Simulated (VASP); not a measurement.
Input of a VASP 6.6.1 run:

Contents of INCAR:

```
ALGO = Normal ; EDIFF = 1E-6
ENCUT = 520 ; GGA = PE
ISIF = 2 ; ISMEAR = 0
LASPH = True ; LCHARG = True
LELF = True ; LREAL = False
LVHAR = True ; LWAVE = False
NBANDS = 46 ; NELM = 60
PREC = Accurate ; SIGMA = 0.1
```

The input KPOINTS:

```
k-points
0
Gamma
  4 4 4
```

Contents of POSCAR:

```
Cd3HgTe4
1.0
    6.6210083656      0.0000000000      0.0000000000
    0.0000000000      6.6210083656      0.0000000000
    0.0000000000      0.0000000000      6.6210083656
Cd Hg Te
3 1 4
Direct
    0.0000000000      0.0000000000      0.5000000000
    0.0000000000      0.5000000000      0.0000000000
    0.5000000000      0.0000000000      0.0000000000
    0.5000000000      0.5000000000      0.5000000000
    0.2490940360      0.2490940360      0.2490940360
    0.2490940360      0.7509059640      0.7509059640
    0.7509059640      0.2490940360      0.7509059640
    0.7509059640      0.7509059640      0.2490940360
```

Potentials or basis: VASP PAW PBE potentials, release 64 (Cd, Hg, Te).

Launch:

```bash
$ cat potpaw_PBE.64/Cd/POTCAR potpaw_PBE.64/Hg/POTCAR potpaw_PBE.64/Te/POTCAR > POTCAR
$ mpirun -np 1 vasp_std > vasp.out
```

Question: What does it give for the pressure?

Answer: 0.2 GPa.

Question: What does it give for the band gap on the k mesh?

Answer: 0.19 eV, direct.

Caveat: spin-orbit coupling is left out, which moves the levels of the heavy elements.
